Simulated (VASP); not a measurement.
## NaH: relaxation of cell and atoms with PBE

Crystal: NaH.

```xyz
2
Lattice="0.0000 2.4400 2.4400 2.4400 0.0000 2.4400 2.4400 2.4400 0.0000" Properties=species:S:1:pos:R:3 pbc="T T T"
Na    0.0000    0.0000    0.0000
H     2.4400    2.4400    2.4400
```

```
Program                : VASP 6.6.1
Task                   : relaxation of cell and atoms
Functional             : PBE
Potentials or basis    : VASP PAW PBE potentials, release 64 (Na_pv, H)
Cutoff                 : 600 eV
k mesh                 : 8 × 8 × 8
Occupations            : fermi-dirac, width 0.02 eV
Spin                   : no spin polarisation
Dipole correction      : no
Further INCAR settings : ALGO = Normal; EDIFF = 1e-06; IBRION = 2; EDIFFG = -0.005; NSW = 80; ISIF = 3
```

```yaml
Relaxed_volume: 14.12 Å³/atom
Relaxed_cell: a = 3.418 Å, b = 3.418 Å, c = 3.418 Å, α = 60.00°, β = 60.00°, γ = 60.00°
Space_group_after_relaxing_to_0.05_Å: Fm-3m (No. 225)
Energy_gained_by_relaxing: 0.9 meV/atom
Ionic_steps: 5
Pressure_after_relaxing: 0.0 GPa
Band_gap_on_the_k_mesh: 3.76 eV, indirect (least direct gap 4.61 eV)
```

Step by step:
```csv
step,energy change (eV),largest force (eV/Å),pressure (GPa),volume (Å³)
1,0.0000,0.0000,-0.64,29.05
2,-0.0008,0.0000,-0.46,28.81
3,-0.0016,0.0000,-0.17,28.45
4,-0.0011,0.0000,0.43,27.75
5,-0.0017,0.0000,-0.04,28.24
```

Final structure:
```
Na H
1.0
     0.00000    2.41714    2.41714
     2.41714    0.00000    2.41714
     2.41714    2.41714    0.00000
Na H
1 1
Cartesian
  0.0000 0.0000 0.0000
  2.4171 2.4171 2.4171
```

Levels at points of the mesh, in eV from the valence-band top:
```csv
k point,band 1,band 2,band 3,band 4,band 5,band 6,band 7,band 8
"(0.00, 0.00, 0.00)",-22.10,-22.10,-22.10,-3.61,10.41,15.59,15.59,15.59
"(0.50, 0.00, 0.00)",-22.20,-22.12,-22.12,-0.86,3.76,10.77,13.38,13.38
"(0.50, 0.50, 0.00)",-22.19,-22.14,-22.14,-0.18,4.64,10.03,10.67,10.67
```

Wall time 14 s on 1 thread of Intel Xeon 6975P-C, on a shared host, peak memory 0.15 GiB.

A k mesh can miss the band edges. As with any semilocal functional, this PBE gap is likely too small.
